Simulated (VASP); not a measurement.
# Te2Mo (P6_3/mmc) in VASP: further runs, part 2 of 2

VASP 6.6.1.

## Step 3: Single point, PBE

This run uses another cell than the first one, of 25.96 Å³/atom, 1.020 times its volume.

INCAR

```
PREC = Accurate
ENCUT = 520
EDIFF = 1E-6
ISMEAR = -1
SIGMA = 0.05
LREAL = False
LASPH = True
NELM = 100
ALGO = Normal
ISIF = 2
LWAVE = False
LCHARG = False
GGA = PE
NBANDS = 35
```

KPOINTS

```
regular mesh
0
Gamma
  9 9 2
```

POSCAR

```
Te2Mo
1.0
    3.5644974145      0.0000000000      0.0000000000
   -1.7822487073      3.0869453127      0.0000000000
    0.0000000000      0.0000000000     14.1574842452
Te Mo
4 2
Direct
    0.6666666667      0.3333333333      0.3790000000
    0.3333333333      0.6666666667      0.8790000000
    0.6666666667      0.3333333333      0.1210000000
    0.3333333333      0.6666666667      0.6210000000
    0.6666666667      0.3333333333      0.7500000000
    0.3333333333      0.6666666667      0.2500000000
```

Potentials or basis: VASP PAW PBE potentials, release 64 (Te, Mo_sv).

Launch:

```console
$ cat potpaw_PBE.64/Te/POTCAR potpaw_PBE.64/Mo_sv/POTCAR > POTCAR
$ mpirun -np 1 vasp_std > vasp.out
```

OUTCAR:

```text
PREC = Accurate
   ENCUT = 520
   EDIFF = 1E-6
   ISMEAR = -1
   LREAL = False
   LASPH = True
   NELM = 100
   ISIF = 2
   GGA = PE

 ion  position               nearest neighbor table
   1  0.667  0.333  0.379-   6 2.75   6 2.75   6 2.75   3 3.65
   2  0.333  0.667  0.879-   5 2.75   5 2.75   5 2.75   4 3.65
   3  0.667  0.333  0.121-   6 2.75   6 2.75   6 2.75   1 3.65
   4  0.333  0.667  0.621-   5 2.75   5 2.75   5 2.75   2 3.65
   5  0.667  0.333  0.750-   2 2.75   4 2.75   2 2.75   4 2.75   2 2.75   4 2.75
   6  0.333  0.667  0.250-   1 2.75   3 2.75   1 2.75   3 2.75   1 2.75   3 2.75

  LATTYP: Found a hexagonal cell.
 ALAT       =     3.5644974145
 C/A-ratio  =     3.9718037633

  Lattice vectors:

 A1 = (   3.5644974145,   0.0000000000,   0.0000000000)
 A2 = (  -1.7822487073,   3.0869453127,   0.0000000000)
 A3 = (   0.0000000000,   0.0000000000,  14.1574842452)

Analysis of symmetry for initial positions (statically):
=====================================================================
 Subroutine PRICEL returns:
 Original cell was already a primitive cell.

[... 181 lines left out ...]
 cond. band min:       8.4304676391   @ k =   0.2222   0.2222   0.0000
 fundamental gap:      0.7953644908
 Fermi energy:         8.0089251037

 k-point     1 :       0.0000    0.0000    0.0000
  band No.  band energies     occupation
      1     -53.2114      2.00000
      2     -53.2114      2.00000
      3     -27.3482      2.00000
      4     -27.3482      2.00000
      5     -27.2484      2.00000
      6     -27.2484      2.00000
[... 901 lines left out ...]
     34      11.1033      0.00000
     35      12.5311      0.00000

------------------------ aborting loop because EDIFF is reached ----------------------------------------

  FORCE on cell =-STRESS in cart. coord.  units (eV):
  Direction    XX          YY          ZZ          XY          YZ          ZX
  --------------------------------------------------------------------------------------
  -------------------------------------------------------------------------------------
  Total       -0.8276981     -0.8276981     -1.0013623      0.0000000      0.0000000     -0.0000000
  in kB       -8.5127369     -8.5127369    -10.2988448      0.0000000      0.0000000     -0.0000000
  external PRESSURE =      -9.1081062 kB  Pullay stress =       0.0000000 kB

 VOLUME and BASIS-vectors are now :
 -----------------------------------------------------------------------------
  energy-cutoff  :      520.00
  volume of cell :      155.78
      direct lattice vectors                 reciprocal lattice vectors
     3.564497414  0.000000000  0.000000000     0.280544459  0.161972419  0.000000000
    -1.782248707  3.086945313  0.000000000     0.000000000  0.323944838  0.000000000
     0.000000000  0.000000000 14.157484245     0.000000000  0.000000000  0.070634018

 POSITION                                       TOTAL-FORCE (eV/Angst)
 -----------------------------------------------------------------------------------
      1.78225      1.02898      5.36569         0.000000      0.000000     -0.326949
     -0.00000      2.05796     12.44443         0.000000      0.000000     -0.326949
      1.78225      1.02898      1.71306         0.000000      0.000000      0.326949
     -0.00000      2.05796      8.79180        -0.000000      0.000000      0.326949
      1.78225      1.02898     10.61811        -0.000000      0.000000     -0.000000
     -0.00000      2.05796      3.53937        -0.000000     -0.000000     -0.000000
 -----------------------------------------------------------------------------------
    total drift:                                0.000000     -0.000000      0.000000

  FREE ENERGIE OF THE ION-ELECTRON SYSTEM (eV)
  ---------------------------------------------------
  free  energy   TOTEN  =       -36.0232547497 eV

  energy  without entropy=      -36.0232291960  energy(sigma->0) =      -36.02324197
```

Run time: 90 s. Hardware: 1 thread of AMD EPYC 9R45 (Zen 5), shared host; peak memory 0.3 GiB.

Results:

| Item | Value |
| --- | --- |
| Free energy | -36.0233 eV |
| Pressure | -0.9 GPa |
| Largest force | 0.327 eV/Å |
| Band gap on the k mesh | 0.80 eV, indirect (least direct gap 0.99 eV) |

Forces on the atoms (eV/Å):
```
Te   0.000  0.000 -0.327
Te   0.000  0.000 -0.327
Te   0.000  0.000  0.327
Te   0.000  0.000  0.327
Mo   0.000  0.000  0.000
Mo   0.000  0.000  0.000
```

Stress tensor (GPa, compression positive):
```
-0.85  0.00  0.00
 0.00 -0.85  0.00
 0.00  0.00 -1.03
```

Levels at points of the mesh, in eV from the valence-band top:
```csv
k point,band 22,band 23,band 24,band 25,band 26,band 27,band 28,band 29,band 30,band 31
"(0.00, 0.00, 0.00)",-0.96,-0.96,-0.94,-0.34,0.00,2.77,2.77,2.89,2.89,2.96
"(0.00, 0.00, 0.50)",-0.98,-0.98,-0.98,-0.08,-0.08,2.80,2.80,2.80,2.80,3.10
```

Caveat: spin-orbit coupling is left out, which moves the levels of the heavy elements; this functional lacks dispersion, which binds the layers, so the pressure and a relaxed spacing across them are unreliable.

## Step 4: Single point, PBE

This run uses another cell than the first one, of 26.46 Å³/atom, 1.039 times its volume.

INCAR

```
SYSTEM = Te2Mo
ALGO = Normal ; EDIFF = 1E-6
ENCUT = 520 ; GGA = PE
ISIF = 2 ; ISMEAR = -1
LASPH = .True. ; LCHARG = .False.
LREAL = .False. ; LWAVE = .False.
NBANDS = 35 ; NELM = 100
PREC = Accurate ; SIGMA = 0.05
```

KPOINTS

```
k-points
0
Gamma
  9 9 2
  0 0 0
```

POSCAR: that of step 3 with these lines changed.

```diff
@@ -2,5 +2,5 @@
 1.0
-    3.5644974145      0.0000000000      0.0000000000
-   -1.7822487073      3.0869453127      0.0000000000
-    0.0000000000      0.0000000000     14.1574842452
+    3.5872018318      0.0000000000      0.0000000000
+   -1.7936009159      3.1066079149      0.0000000000
+    0.0000000000      0.0000000000     14.2476617354
 Te Mo
```

Launch:

```console
$ cat potpaw_PBE.64/Te/POTCAR potpaw_PBE.64/Mo_sv/POTCAR > POTCAR
$ mpirun -np 1 vasp_std > vasp.out
```

Wall time 92 s (1 thread of AMD EPYC 9R45 (Zen 5), shared host); peak memory 0.31 GiB.

Results (log left out):

```
Free energy            : -35.9914 eV
Pressure               : -2.5 GPa
Largest force          : 0.557 eV/Å
Band gap on the k mesh : 0.80 eV, indirect (least direct gap 0.96 eV)
```

Forces in eV/Å, atoms in the order of the input:
```
Te   0.000  0.000 -0.557
Te   0.000  0.000 -0.557
Te   0.000  0.000  0.557
Te   0.000  0.000  0.557
Mo   0.000  0.000  0.000
Mo   0.000  0.000  0.000
```

Stress tensor (GPa, compression positive):
```
-2.33  0.00  0.00
 0.00 -2.33  0.00
 0.00  0.00 -2.92
```

Levels at points of the mesh, in eV from the valence-band top:
| k point | band 22 | band 23 | band 24 | band 25 | band 26 | band 27 | band 28 | band 29 | band 30 | band 31 |
| --- | --- | --- | --- | --- | --- | --- | --- | --- | --- | --- |
| (0.00, 0.00, 0.00) | -0.93 | -0.93 | -0.89 | -0.35 | 0.00 | 2.70 | 2.70 | 2.82 | 2.82 | 2.88 |
| (0.00, 0.00, 0.50) | -0.95 | -0.95 | -0.95 | -0.08 | -0.08 | 2.74 | 2.74 | 2.74 | 2.74 | 3.02 |

Caveat: spin-orbit coupling is left out, which moves the levels of the heavy elements; this functional lacks dispersion, which binds the layers, so the pressure and a relaxed spacing across them are unreliable.

## Step 5: Overview

```tsv
cell	gap on the mesh (eV)	pressure (GPa)	largest force (eV/Å)
a = 3.542, b = 3.542, c = 14.066 Å, angles 90.0, 90.0, 120.0°, 6 atoms	0.79	0.9	0.08
a = 3.564, b = 3.564, c = 14.157 Å, angles 90.0, 90.0, 120.0°, 6 atoms	0.80	-0.9	0.33
a = 3.587, b = 3.587, c = 14.248 Å, angles 90.0, 90.0, 120.0°, 6 atoms	0.80	-2.5	0.56
```

Alike in all rows: task single point; level PBE; potentials or basis VASP PAW PBE potentials, release 64 (Te, Mo_sv); no spin polarisation; k mesh 9 × 9 × 2; cutoff (eV) 520; smearing fermi-dirac 0.05 eV.

Caveats: spin-orbit coupling is left out, which moves the levels of the heavy elements; this functional lacks dispersion, which binds the layers, so the pressure and a relaxed spacing across them are unreliable.

Absolute energies hang on the potentials; compare differences alone.

## Step 6: How close it comes

Step 2. Against the measured gap of Te2Mo, 0.88 eV (indirect; 300 K; quoted in “Broadband infrared study of pressure-tunable Fano resonance and metallization transition in 2H-MoTe2”, 2022, pmc:9569381), the calculated 0.79 eV is off by -0.09 eV. Spin-orbit coupling on Mo, Te is left out. The value is that of PBE on a finite k mesh, which can miss the band edges, without temperature or zero-point motion. Semilocal functionals fall short of measured gaps as a rule.

Step 3. Against the measured gap of Te2Mo, 0.88 eV (indirect; 300 K; quoted in “Broadband infrared study of pressure-tunable Fano resonance and metallization transition in 2H-MoTe2”, 2022, pmc:9569381), the calculated 0.80 eV is off by -0.08 eV. Spin-orbit coupling on Mo, Te is left out. The value is that of PBE on a finite k mesh, which can miss the band edges, without temperature or zero-point motion. Semilocal functionals fall short of measured gaps as a rule.

Step 4. Against the measured gap of Te2Mo, 0.88 eV (indirect; 300 K; quoted in “Broadband infrared study of pressure-tunable Fano resonance and metallization transition in 2H-MoTe2”, 2022, pmc:9569381), the calculated 0.80 eV is off by -0.08 eV. Spin-orbit coupling on Mo, Te is left out. The value is that of PBE on a finite k mesh, which can miss the band edges, without temperature or zero-point motion. Semilocal functionals fall short of measured gaps as a rule.
